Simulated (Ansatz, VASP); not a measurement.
## One calculation of GaP, two programs

The input INCAR:

```
ALGO = Normal ; EDIFF = 1E-7
ENCUT = 520 ; GGA = PE
ISIF = 2 ; ISMEAR = 0
LASPH = T ; LCHARG = T
LELF = T ; LREAL = F
LVHAR = T ; LWAVE = F
NBANDS = 46 ; NELM = 100
PREC = Accurate ; SIGMA = 0.05
```

KPOINTS

```
k-points
0
Gamma
  6 6 6
```

POSCAR

```
GaP
1.0
    5.5050736248      0.0000000000      0.0000000000
    0.0000000000     -5.5050736248      0.0000000000
    0.0000000000      0.0000000000     -5.5050736248
Ga P
4 4
Direct
    0.0000000000      0.0000000000      0.0000000000
    0.5000000000      0.5000000000      0.0000000000
    0.5000000000      0.0000000000      0.5000000000
    0.0000000000      0.5000000000      0.5000000000
    0.7500000000      0.7500000000      0.7500000000
    0.2500000000      0.2500000000      0.7500000000
    0.2500000000      0.7500000000      0.2500000000
    0.7500000000      0.2500000000      0.2500000000
```

Input for Ansatz:

```yaml
crystal:
  lattice:
    - [5.505073622, 0.0, 0.0]
    - [0.0, -5.505073622, 0.0]
    - [0.0, 0.0, -5.505073622]
  atoms:
    - { symbol: Ga, position: [0.0, 0.0, 0.0] }
    - { symbol: Ga, position: [0.5, 0.5, 0.0] }
    - { symbol: Ga, position: [0.5, 0.0, 0.5] }
    - { symbol: Ga, position: [0.0, 0.5, 0.5] }
    - { symbol: P, position: [0.75, 0.75, 0.75] }
    - { symbol: P, position: [0.25, 0.25, 0.75] }
    - { symbol: P, position: [0.25, 0.75, 0.25] }
    - { symbol: P, position: [0.75, 0.25, 0.25] }
basis:
  ecutwfc: 420
kpoints:
  mp_grid: { grid: [6, 6, 6] }
hamiltonian:
  xc: pbe
scf:
  occupations: { method: gaussian, width: 0.05 }
output:
  forces: true
  stress: true
  eigenvalues: true
```

Alike in both runs: task single point; functional PBE; k mesh 6 × 6 × 6; occupations gaussian, width 0.05 eV; no spin polarisation.

```csv
,VASP,Ansatz
version,VASP 6.6.1,Ansatz 0.2.0
potentials or method,"VASP PAW PBE potentials, release 64 (Ga_d, P), cutoff 520 eV","scalar-relativistic, plane waves, PAW"
valence electrons in the cell,72,72
```

|  | VASP | Ansatz | Ansatz less VASP |
| --- | --- | --- | --- |
| gap on the k mesh at the Fermi level (eV) | 1.58 | 1.58 | +0.003 |
| least direct gap on the mesh (eV) | 1.58 | 1.58 | +0.003 |
| pressure (GPa) | 0.0 | 0.0 | +0.02 |
